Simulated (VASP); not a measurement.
TiW (an interface model): single point with PBEsol

The system is TiW (an interface model).

```xyz
10
Lattice="2.8679 0.0000 0.0003 0.0000 2.8679 0.0003 14.3335 14.3335 18.8326" Properties=species:S:1:pos:R:3 pbc="T T T"
Ti    1.4342    1.4342    0.4340
Ti    2.8682    2.8682    2.3904
Ti    4.3024    4.3024    4.4447
Ti    5.7366    5.7366    6.4989
Ti    7.1706    7.1706    8.4553
W     8.6034    8.6034   10.2817
W    10.0360   10.0360   12.0518
W    11.4691   11.4691   13.8610
W    12.9023   12.9023   15.6702
W    14.3348   14.3348   17.4402
```

| Property | Result |
| --- | --- |
| Program | VASP 6.6.1 |
| Task | single point |
| Functional | PBEsol |
| Potentials or basis | VASP PAW PBE potentials, release 64 (Ti_sv, W_sv) |
| Cutoff | 520 eV |
| k mesh | 12 × 12 × 2 |
| Occupations | gaussian, width 0.1 eV |
| Spin | no spin polarisation |
| Dipole correction | no |
| Further INCAR settings | ALGO = Normal; EDIFF = 1e-06; NBANDS = 76 |

The pressure is 13.8 GPa, the largest force is 0.061 eV/Å and the band gap on the k mesh is zero (bands 65 and 66 overlap by 1.86 eV).

Forces on the atoms (eV/Å):
```
Ti   0.000  0.000  0.027
Ti   0.000  0.000 -0.005
Ti   0.000  0.000  0.000
Ti   0.000  0.000  0.005
Ti   0.000  0.000 -0.027
W    0.000  0.000 -0.061
W    0.000  0.000  0.014
W    0.000  0.000  0.000
W    0.000  0.000 -0.014
W    0.000  0.000  0.061
```

Stress tensor (GPa, compression positive):
```
20.52  0.10  0.00
 0.10 20.52  0.00
 0.00  0.00  0.29
```

Levels at points of the mesh, in eV from the Fermi level:
| k point | band 62 | band 63 | band 64 | band 65 | band 66 | band 67 | band 68 | band 69 |
| --- | --- | --- | --- | --- | --- | --- | --- | --- |
| (0.00, 0.00, 0.00) | 0.11 | 0.62 | 0.63 | 0.63 | 0.99 | 1.25 | 1.26 | 1.26 |
| (0.50, 0.00, 0.00) | -0.33 | -0.11 | -0.03 | 0.07 | 0.08 | 0.08 | 0.55 | 0.60 |
| (0.50, 0.50, 0.00) | -0.35 | -0.19 | -0.19 | 1.48 | 1.48 | 1.54 | 1.54 | 2.54 |
| (0.00, 0.00, 0.50) | -0.17 | 0.65 | 0.65 | 0.77 | 0.92 | 1.07 | 1.07 | 1.23 |
| (0.50, 0.00, 0.50) | -0.33 | -0.05 | 0.00 | 0.09 | 0.12 | 0.31 | 0.52 | 0.55 |
| (0.50, 0.50, 0.50) | -0.93 | 0.53 | 0.53 | 0.63 | 0.63 | 2.28 | 2.31 | 2.33 |

Wall time 41 min on 1 thread of Intel(R) Xeon(R) Platinum 8488C (Sapphire Rapids), on a shared host, peak memory 0.86 GiB.

Caveat: the PAW data sets were made with another functional, which shifts forces and pressure a little; spin-orbit coupling is left out, which moves the levels of the heavy elements.
